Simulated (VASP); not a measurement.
**SiC: single point with PBE**

The system is SiC.

```xyz
4
Lattice="3.0754 0.0000 0.0000 -1.5377 2.7185 0.0000 0.0000 0.0000 5.0481" Properties=species:S:1:pos:R:3 pbc="T T T"
Si    0.0000    1.8127    2.5196
Si    1.5377    0.9058    5.0437
C     0.0000    1.8206    4.4215
C     1.5377    0.8978    1.8975
```

This cell differs from its parent crystal: uniaxial y strain +2.1%.

- Program: VASP 6.6.1
- Task: single point
- Functional: PBE
- Potentials or basis: VASP PAW PBE potentials, release 64 (Si, C)
- Cutoff: 520 eV
- k mesh: 12 × 12 × 6
- Occupations: fermi-dirac, width 0.02 eV
- Spin: no spin polarisation

```
Pressure               : -1.0 GPa
Largest force          : 0.016 eV/Å
Band gap on the k mesh : 2.30 eV (least direct gap 3.80 eV)
```

Forces on the atoms (eV/Å):
```
Si   0.000  0.012 -0.009
Si   0.000 -0.012 -0.009
C    0.000  0.013  0.009
C    0.000 -0.013  0.009
```

Stress tensor (GPa, compression positive):
```
 1.44  0.00  0.00
 0.00 -6.74  0.00
 0.00  0.00  2.23
```

Levels at points of the mesh, in eV from the valence-band top:
```csv
k point,band 6,band 7,band 8,band 9,band 10,band 11
"(0.00, 0.00, 0.00)",-0.17,-0.11,0.00,4.38,6.04,6.29
"(0.50, 0.00, 0.00)",-3.50,-3.26,-1.33,2.48,4.16,6.54
"(0.00, 0.50, 0.00)",-3.33,-3.20,-1.08,2.86,4.32,6.90
"(0.00, 0.00, 0.50)",-0.92,-0.72,-0.72,5.50,5.50,7.01
"(0.50, 0.00, 0.50)",-2.61,-2.30,-2.30,3.14,3.14,5.11
"(0.00, 0.50, 0.50)",-2.34,-2.33,-2.33,3.31,3.31,5.22
```

Run time: 2.2 min on 1 thread of Intel Xeon 8259CL, on a shared host, peak memory 0.22 GiB.

Caveat: the cell differs from its parent crystal (uniaxial y strain +2.1%). A k mesh can miss the band edges.
